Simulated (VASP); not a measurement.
Runs of VASP 6.6.1 on Al. Symmetry: Fm-3m, No. 225, cubic system. The conventional cell has a = 4.050 Å, b = 4.050 Å, c = 4.050 Å, α = 90.00°, β = 90.00°, γ = 90.00°. Within 3.8 Å of Al (site symmetry m-3m) lie 12 Al at 2.86 Å. 

| smearing | gap on the mesh (eV) | pressure (GPa) |
| --- | --- | --- |
| methfessel-paxton 0.1 eV | none | -3.4 |
| methfessel-paxton 0.2 eV | none | -3.6 |
| methfessel-paxton 0.5 eV | none | (a) |
| methfessel-paxton 0.3 eV | none | -3.6 |

Alike in all rows: task single point; level r2SCAN; potentials or basis VASP PAW PBE potentials, release 64 (Al); no spin polarisation; cell as given; k mesh 12 × 12 × 12; cutoff (eV) 520.

Problem. Fill in the values left out.

Solution. (a) -3.7.

Caveats: the PAW data sets were made with another functional, which shifts forces and pressure a little.

A gap of «none» marks levels without a gap at the run's occupations.
